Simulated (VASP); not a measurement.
# MgS (F-43m) in VASP: further runs

The runs below take MgS through single point, with PBEsol.

Everything below comes from runs of VASP 6.6.1. Logs are shortened: lines on timing, memory, paths and dates and some standing lists are left out, and cuts for length are marked.

## Step 1: The cell of the first run

The structure is cubic, space group F-43m (No. 216). Conventional cell: a = 5.652 Å, b = 5.652 Å, c = 5.652 Å, α = 90.00°, β = 90.00°, γ = 90.00°. Mg (site symmetry -43m) has 4 S at 2.45 Å within 3.2 Å. S (site symmetry -43m) has 4 Mg at 2.45 Å within 3.2 Å.

## Step 2: Single point, PBEsol

Input file INCAR:

```
SYSTEM = MgS
PREC     = Accurate       ! precision mode
ENCUT    = 600            ! plane-wave cutoff, eV
EDIFF    = 1E-6           ! SCF threshold, eV
ISMEAR   = 0              ! smearing method
SIGMA    = 0.02           ! smearing width, eV
LREAL    = .FALSE.        ! projectors in reciprocal space
LASPH    = .TRUE.         ! aspherical terms in the spheres
NELM     = 120            ! most SCF steps
ALGO     = Normal         ! electronic algorithm
ISIF     = 2              ! what is computed and relaxed
LWAVE    = .FALSE.        ! write WAVECAR
LCHARG   = .FALSE.        ! write CHGCAR
GGA      = PS             ! functional
NBANDS   = 11             ! bands
GGA_COMPAT= .FALSE.
```

Input file KPOINTS:

```
Automatic mesh
0
G
  8 8 8
  0 0 0
```

Input file POSCAR:

```
MgS
1.0
    0.0000000000      2.8257734859      2.8257734859
    2.8257734859      0.0000000000      2.8257734859
    2.8257734859      2.8257734859      0.0000000000
Mg S
1 1
Direct
    0.0000000000      0.0000000000      0.0000000000
    0.2500000000      0.2500000000      0.2500000000
```

Potentials or basis: VASP PAW PBE potentials, release 64 (Mg, S).

Launch:

```console
$ cat potpaw_PBE.64/Mg/POTCAR potpaw_PBE.64/S/POTCAR > POTCAR
$ mpirun -np 1 vasp_std > vasp.out
```

OUTCAR:

```text
SYSTEM = MgS
   PREC = Accurate
   ENCUT = 600
   EDIFF = 1E-6
   ISMEAR = 0
   LREAL = .FALSE.
   LASPH = .TRUE.
   NELM = 120
   ISIF = 2
   GGA = PS

 ion  position               nearest neighbor table
   1  0.000  0.000  0.000-   2 2.45   2 2.45   2 2.45   2 2.45
   2  0.250  0.250  0.250-   1 2.45   1 2.45   1 2.45   1 2.45

  LATTYP: Found a face centered cubic cell.
 ALAT       =     5.6515469718

  Lattice vectors:

 A1 = (   0.0000000000,   2.8257734859,   2.8257734859)
 A2 = (   2.8257734859,   0.0000000000,   2.8257734859)
 A3 = (   2.8257734859,   2.8257734859,   0.0000000000)

Analysis of symmetry for initial positions (statically):
=====================================================================
 Subroutine PRICEL returns:
 Original cell was already a primitive cell.

 Routine SETGRP: Setting up the symmetry group for a
 face centered cubic supercell.

 Subroutine GETGRP returns: Found 24 space group operations
 (whereof 24 operations were pure point group operations)
 out of a pool of 48 trial point group operations.

The static configuration has the point symmetry T_d .

Analysis of symmetry for dynamics (positions and initial velocities):
=====================================================================
 Subroutine PRICEL returns:
 Original cell was already a primitive cell.

 Routine SETGRP: Setting up the symmetry group for a
 face centered cubic supercell.

 Subroutine GETGRP returns: Found 24 space group operations
 (whereof 24 operations were pure point group operations)
 out of a pool of 48 trial point group operations.

The dynamic configuration has the point symmetry T_d .

 Subroutine INISYM returns: Found 24 space group operations
 (whereof 24 operations are pure point group operations),
 and found     1 'primitive' translations

----------------------------------------------------------------------------------------

                                     Primitive cell

  volume of cell :      45.1276

  direct lattice vectors                    reciprocal lattice vectors
     0.000000000  2.825773486  2.825773486    -0.176942703  0.176942703  0.176942703
     2.825773486  0.000000000  2.825773486     0.176942703 -0.176942703  0.176942703
     2.825773486  2.825773486  0.000000000     0.176942703  0.176942703 -0.176942703

  length of vectors
     3.996247188  3.996247188  3.996247188     0.306473752  0.306473752  0.306473752

  position of ions in fractional coordinates (direct lattice)
     0.000000000  0.000000000  0.000000000
     0.250000000  0.250000000  0.250000000

  ion indices of the primitive-cell ions
   primitive index   ion index
                 1           1
                 2           2

----------------------------------------------------------------------------------------

 KPOINTS: Automatic mesh

Automatic generation of k-mesh.
 Grid dimensions read from file:
 generate k-points for:    8    8    8

 Generating k-lattice:

  Cartesian coordinates                     Fractional coordinates (reciprocal lattice)
    -0.022117838  0.022117838  0.022117838     0.125000000  0.000000000  0.000000000
     0.022117838 -0.022117838  0.022117838     0.000000000  0.125000000  0.000000000
     0.022117838  0.022117838 -0.022117838     0.000000000  0.000000000  0.125000000

  Length of vectors
     0.038309219  0.038309219  0.038309219

  Shift w.r.t. Gamma in fractional coordinates (k-lattice)
     0.000000000  0.000000000  0.000000000

 Subroutine IBZKPT returns following result:
 ===========================================

 Found     29 irreducible k-points:

 Following reciprocal coordinates:
            Coordinates               Weight
  0.000000  0.000000  0.000000      1.000000
  0.125000  0.000000  0.000000      8.000000
  0.250000  0.000000  0.000000      8.000000
  0.375000  0.000000  0.000000      8.000000
  0.500000  0.000000  0.000000      4.000000
  0.125000  0.125000  0.000000      6.000000
[... 16 lines left out ...]
  0.500000  0.250000  0.125000     48.000000
 -0.375000  0.250000  0.125000     24.000000
 [... further k-points ...]
   k-points           NKPTS =     29   k-points in BZ     NKDIM =     29   number of bands    NBANDS=     11
   number of dos      NEDOS =    301   number of ions     NIONS =      2
   total plane-waves  NPLWV =  32768
   dimension x,y,z NGX =    32 NGY =   32 NGZ =   32
   dimension x,y,z NGXF=    64 NGYF=   64 NGZF=   64
   ions per type =               1   1
   NGX,Y,Z   is equivalent  to a cutoff of  13.31, 13.31, 13.31 a.u.
   NGXF,Y,Z  is equivalent  to a cutoff of  26.62, 26.62, 26.62 a.u.
 SYSTEM =  MgS
   PREC   = accura    normal or accurate (medium, high low for compatibility)
   ISTART =      0    job   : 0-new  1-cont  2-samecut
   ICHARG =      2    charge: 1-file 2-atom 10-const
   ISPIN  =      1    spin polarized calculation?
   LNONCOLLINEAR =      F non collinear calculations
   LSORBIT =      F    spin-orbit coupling
   LASPH  =      T    aspherical Exc in radial PAW
   ENCUT  =  600.0 eV  44.10 Ry    6.64 a.u.   7.98  7.98  7.98*2*pi/ulx,y,z
   NELM   =    120;   NELMIN=  2; NELMDL= -5     # of ELM steps
   EDIFF  = 0.1E-05   stopping-criterion for ELM
   LREAL  =      F    real-space projection
   EDIFFG = 0.1E-04   stopping-criterion for IOM
   NSW    =      0    number of steps for IOM
   IBRION =     -1    ionic relax: 0-MD 1-quasi-New 2-CG
   NFREE  =      0    steps in history (QN), initial steepest desc. (CG)
   ISIF   =      2    stress and relaxation
   ISYM   =      2    0-nonsym 1-usesym 2-fastsym
   POTIM  = 0.5000    time-step for ionic-motion
   TEBEG  =    0.0;   TEEND  =   0.0 temperature during run
   PSTRESS=    0.0 pullay stress
   NELECT =       8.0000    total number of electrons
   NUPDOWN=      -1.0000    fix difference up-down
   EMIN   =  10.00;   EMAX   =-10.00  energy-range for DOS
   EFERMI =   0.00;   METHOD = LEGACY
   ISMEAR =     0;   SIGMA  =   0.02  broadening in eV -4-tet -1-fermi 0-gaus
   EFERMI_NEDOS =   21; number of points for ismear=-14 and -15
   IALGO  =     38    algorithm
   IMIX   =      4    mixing-type and parameters
     AMIX     =   0.40;   BMIX     =  1.00
     AMIX_MAG =   1.60;   BMIX_MAG =  1.00
  volume/ion in A,a.u.               =      22.56       152.27
  Fermi-wavevector in a.u.,A,eV,Ry     =   0.919653  1.737893 11.507294  0.845762
  Thomas-Fermi vector in A             =   2.044871
   LORBIT       =      0    0 simple, 1 ext, 2 COOP (PROOUT), +10 PAW based schemes
   GGA     = PS    functional components
   LHFCALC =     F    Hartree Fock is set to
   AEXX    =    0.0000 exact exchange contribution
   IVDW    =     0    specifies the selected vdW correction
   LEPSILON=     F    determine dielectric tensor
   LRPA    =     F    only Hartree local field effects (RPA)
 non-spin polarized calculation
 Gauss-broadening in eV      SIGMA  =   0.02
  energy-cutoff  :      600.00
  volume of cell :       45.13
 maximum number of plane-waves:      1540
   NGX = 15   NGY = 15   NGZ = 15

 number of electron       8.0000000 magnetization

 Free energy of the ion-electron system (eV)
  ---------------------------------------------------
  ext. energy  EPLUGINS =         0.00000000
  ---------------------------------------------------
  free energy    TOTEN  =        -8.91806681 eV

  energy without entropy =       -8.91806681  energy(sigma->0) =       -8.91806681

 E-fermi :   1.1638     XC(G=0):  -8.5979

 val. band max:        1.0352196146   @ k =   0.0000   0.0000   0.0000
 cond. band min:       4.3580576449   @ k =   0.0000   0.0000   0.0000
 fundamental gap:      3.3228380303
 Fermi energy:         1.1637709983

 k-point     1 :       0.0000    0.0000    0.0000
  band No.  band energies     occupation
      1     -10.2521      2.00000
      2       1.0352      2.00000
      3       1.0352      2.00000
      4       1.0352      2.00000
      5       4.3581      0.00000
      6       8.9219      0.00000
      7       8.9219      0.00000
      8       8.9219      0.00000
      9      11.8304      0.00000
     10      11.8304      0.00000
     11      14.6267      0.00000

 k-point     2 :       0.1250    0.0000    0.0000
  band No.  band energies     occupation
      1     -10.1624      2.00000
      2       0.3310      2.00000
      3       0.9810      2.00000
      4       0.9810      2.00000
      5       5.0347      0.00000
      6       8.7275      0.00000
      7       9.1008      0.00000
      8       9.1008      0.00000
      9      11.3485      0.00000
     10      11.3485      0.00000
     11      13.9771      0.00000

 k-point     3 :       0.2500    0.0000    0.0000
  band No.  band energies     occupation
      1      -9.9299      2.00000
      2      -0.8658      2.00000
      3       0.8586      2.00000
      4       0.8586      2.00000
      5       5.8982      0.00000
      6       8.7448      0.00000
      7       9.1278      0.00000
      8       9.1278      0.00000
      9      11.3989      0.00000
     10      11.3989      0.00000
     11      13.1151      0.00000

 k-point     4 :       0.3750    0.0000    0.0000
  band No.  band energies     occupation
      1      -9.6689      2.00000
      2      -1.8090      2.00000
      3       0.7466      2.00000
      4       0.7466      2.00000
      5       6.0792      0.00000
      6       8.7585      0.00000
      7       8.7585      0.00000
      8       9.2685      0.00000
      9      12.7169      0.00000
     10      12.7169      0.00000
     11      13.1431      0.00000
[... 239 lines left out ...]
 k-point    22 :       0.3750    0.2500    0.1250
  band No.  band energies     occupation
      1      -9.7497      2.00000
      2      -1.0730      2.00000
      3       0.1702      2.00000
      4       0.6501      2.00000
      5       6.6215      0.00000
      6       7.9196      0.00000
      7       8.5199      0.00000
      8      10.1823      0.00000
      9      10.6920      0.00000
     10      13.3832      0.00000
     11      15.3477      0.00000

 k-point    23 :       0.5000    0.2500    0.1250
  band No.  band energies     occupation
      1      -9.5330      2.00000
      2      -1.5838      2.00000
      3      -0.1871      2.00000
      4       0.4696      2.00000
      5       6.8902      0.00000
      6       7.7206      0.00000
      7       8.8605      0.00000
      8      10.0150      0.00000
      9      11.8352      0.00000
     10      14.4704      0.00000
     11      15.0563      0.00000

 k-point    24 :      -0.3750    0.2500    0.1250
  band No.  band energies     occupation
      1      -9.4365      2.00000
      2      -1.8048      2.00000
      3      -0.2933      2.00000
      4       0.3726      2.00000
      5       6.9672      0.00000
      6       7.4307      0.00000
      7       9.7156      0.00000
      8       9.8099      0.00000
      9      12.3739      0.00000
     10      13.7906      0.00000
     11      15.2124      0.00000

 [... further k-points ...]

------------------------ aborting loop because EDIFF is reached ----------------------------------------

  FORCE on cell =-STRESS in cart. coord.  units (eV):
  Direction    XX          YY          ZZ          XY          YZ          ZX
  --------------------------------------------------------------------------------------
  -------------------------------------------------------------------------------------
  Total       -0.0181507     -0.0181507     -0.0181507      0.0000000      0.0000000      0.0000000
  in kB       -0.6444100     -0.6444100     -0.6444100      0.0000000      0.0000000      0.0000000
  external PRESSURE =      -0.6444100 kB  Pullay stress =       0.0000000 kB

 VOLUME and BASIS-vectors are now :
 -----------------------------------------------------------------------------
  energy-cutoff  :      600.00
  volume of cell :       45.13
      direct lattice vectors                 reciprocal lattice vectors
     0.000000000  2.825773486  2.825773486    -0.176942703  0.176942703  0.176942703
     2.825773486  0.000000000  2.825773486     0.176942703 -0.176942703  0.176942703
     2.825773486  2.825773486  0.000000000     0.176942703  0.176942703 -0.176942703

 POSITION                                       TOTAL-FORCE (eV/Angst)
 -----------------------------------------------------------------------------------
      0.00000      0.00000      0.00000         0.000000      0.000000      0.000000
      1.41289      1.41289      1.41289        -0.000000     -0.000000     -0.000000
 -----------------------------------------------------------------------------------
    total drift:                               -0.000000     -0.000000     -0.000000

  FREE ENERGIE OF THE ION-ELECTRON SYSTEM (eV)
  ---------------------------------------------------
  free  energy   TOTEN  =        -8.9180668112 eV

  energy  without entropy=       -8.9180668112  energy(sigma->0) =       -8.91806681
```

It took 9 s on 1 thread of Intel Xeon Platinum 8259CL at 2.50GHz (Skylake/Cascade Lake), shared host; peak memory 0.18 GiB.

What came out:

- Free energy: -8.9181 eV
- Pressure: -0.1 GPa
- Band gap on the k mesh: 3.32 eV

Caveat: the PAW data sets were made with another functional, which shifts forces and pressure a little.

## Step 3: Single point, PBEsol

Input file INCAR:

```
ALGO = Normal
EDIFF = 1E-6
ENCUT = 600
GGA = PS
GGA_COMPAT = False
ISIF = 2
ISMEAR = 0
LASPH = True
LCHARG = True
LELF = True
LREAL = False
LVHAR = True
LWAVE = False
NBANDS = 11
NELM = 120
PREC = Accurate
SIGMA = 0.02
```

Input file KPOINTS:

```
k-points
0
Gamma
  8 8 8
```

POSCAR is that of step 2.

Potentials or basis: VASP PAW PBE potentials, release 64 (Mg, S).

Launch:

```console
$ cat potpaw_PBE.64/Mg/POTCAR potpaw_PBE.64/S/POTCAR > POTCAR
$ mpirun -np 1 vasp_std > vasp.out
```

Run time: 10 s. Hardware: 1 thread of Intel Xeon Platinum 8259CL at 2.50GHz (Skylake/Cascade Lake), shared host; peak memory 0.18 GiB.

The run converged. Its results:

| Property | Result |
| --- | --- |
| Free energy | -8.9181 eV |
| Pressure | -0.1 GPa |
| Band gap on the k mesh | 3.32 eV |

Levels at points of the mesh, in eV from the valence-band top:
```
           k point  band 1  band 2  band 3  band 4  band 5  band 6  band 7  band 8  band 9
(0.00, 0.00, 0.00)  -11.29    0.00    0.00    0.00    3.32    7.89    7.89    7.89   10.80
(0.50, 0.00, 0.00)  -10.59   -3.20   -0.33   -0.33    5.01    7.55    7.55    8.45   12.75
(0.50, 0.50, 0.00)  -10.36   -2.87   -1.06   -1.06    3.71    5.55   11.08   12.20   12.20
```

Caveat: the PAW data sets were made with another functional, which shifts forces and pressure a little. A k mesh can miss the band edges.
